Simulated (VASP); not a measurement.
Write the native input for VASP 6.6.1 that does the following.

| Quantity | Value |
| --- | --- |
| Task | single point |
| Functional | PBE |
| Potentials or basis | VASP PAW PBE potentials, release 64 (Mg, O) |
| Cutoff | 600 eV |
| k mesh | 10 × 10 × 10 |
| Occupations | gaussian, width 0.05 eV |
| Spin | no spin polarisation |
| Dipole correction | no |
| Further INCAR settings | ALGO = Normal; EDIFF = 1e-06; NBANDS = 11 |

The structure of MgO lies in POSCAR:

```
MgO
1.0
    0.0000000000      2.0916941252      2.0916941252
    2.0916941252      0.0000000000      2.0916941252
    2.0916941252      2.0916941252      0.0000000000
Mg O
1 1
Direct
    0.0000000000      0.0000000000      0.0000000000
    0.5000000000      0.5000000000      0.5000000000
```

This cell differs from its parent crystal: the cell strained.

One way to write it, as run:

INCAR

```
SYSTEM = MgO
ALGO = Normal
EDIFF = 1E-6
ENCUT = 600
GGA = PE
GGA_COMPAT = .False.
ISIF = 2
ISMEAR = 0
LASPH = .True.
LCHARG = .True.
LELF = .True.
LREAL = .False.
LVHAR = .True.
LWAVE = .False.
NBANDS = 11
NELM = 120
PREC = Accurate
SIGMA = 0.05
```

KPOINTS

```
k-points
0
Gamma
  10 10 10
  0 0 0
```

Potentials or basis: VASP PAW PBE potentials, release 64 (Mg, O).

Launch:

```sh
$ cat potpaw_PBE.64/Mg/POTCAR potpaw_PBE.64/O/POTCAR > POTCAR
$ mpirun -np 1 vasp_std > vasp.out
```

It gave:

The pressure is 7.3 GPa and the band gap on the k mesh is 4.93 eV.

Caveat: the cell differs from its parent crystal (the cell strained); the cell stands under pressure.

It took 8.8 s on 1 thread of Intel(R) Xeon(R) Platinum 8259CL CPU @ 2.50GHz (Skylake/Cascade Lake), on a shared host, peak memory 0.14 GiB.
